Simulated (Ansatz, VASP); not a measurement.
Two plane-wave programs on Hf

```
CELL_PARAMETERS angstrom
-1.79729 1.79729 1.79729
1.79729 -1.79729 1.79729
1.79729 1.79729 -1.79729
ATOMIC_POSITIONS crystal
Hf 0.00000 0.00000 0.00000
```

Alike in both runs: task single point; functional PBE; k mesh 14 × 14 × 14; occupations fermi-dirac, width 0.1 eV; no spin polarisation.

```csv
,VASP,Ansatz
version,VASP 6.6.1,Ansatz 0.2.0
potentials or method,"VASP PAW PBE potentials, release 64 (Hf_pv), cutoff 520 eV","plane waves (420 eV) with PAW, scalar-relativistic"
valence electrons in the cell,10,26
```

|  | VASP | Ansatz | Ansatz less VASP |
| --- | --- | --- | --- |
| pressure (GPa) | -3.9 | -3.6 | +0.36 |

The functional is the same, so the differences come from potentials, cutoffs and numerics. VASP's potentials hold 10 valence electrons a cell and Ansatz's 26, so a difference there can come from the potentials and not from the codes.

Neither program's run includes spin-orbit coupling.
